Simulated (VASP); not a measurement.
A run of VASP 6.6.1 is set up as follows.

The input INCAR:

```
SYSTEM = Al
PREC = Accurate ; ENCUT = 600
EDIFF = 1E-6 ; ISMEAR = -1
SIGMA = 0.08 ; LREAL = .FALSE.
LASPH = .TRUE. ; NELM = 100
ALGO = Normal ; ISIF = 3
LWAVE = .FALSE. ; LCHARG = .FALSE.
GGA = PE ; IBRION = 2
NSW = 60 ; EDIFFG = -0.005
PSTRESS = 300.0
```

KPOINTS

```
regular mesh
0
G
  18 18 18
  0 0 0
```

The input POSCAR:

```
Al
1.0
    0.0000000000      1.8696856688      1.8696856688
    1.8696856688      0.0000000000      1.8696856688
    1.8696856688      1.8696856688      0.0000000000
Al
1
Direct
    0.0000000000      0.0000000000      0.0000000000
```

Potentials or basis: VASP PAW PBE potentials, release 64 (Al).

The run is started by

```bash
$ cat potpaw_PBE.64/Al/POTCAR > POTCAR
$ mpirun -np 1 vasp_std > vasp.out
```

Problem. Estimate the relaxed cell.

Solution. a = 2.646 Å, b = 2.646 Å, c = 2.646 Å, α = 60.00°, β = 60.00°, γ = 60.00°.

Problem. What does it give for the relaxed volume?

Solution. 13.10 Å³/atom.

The path:
| step | energy change (eV) | largest force (eV/Å) | pressure (GPa) | volume (Å³) |
| --- | --- | --- | --- | --- |
| 1 | 0.0000 | 0.0000 | 30.38 | 13.07 |
| 2 | -0.0110 | 0.0000 | 29.50 | 13.13 |
| 3 | -0.0048 | 0.0000 | 29.99 | 13.10 |

Caveat: the cell is relaxed towards a set pressure, so the enthalpy falls and the energy may rise.
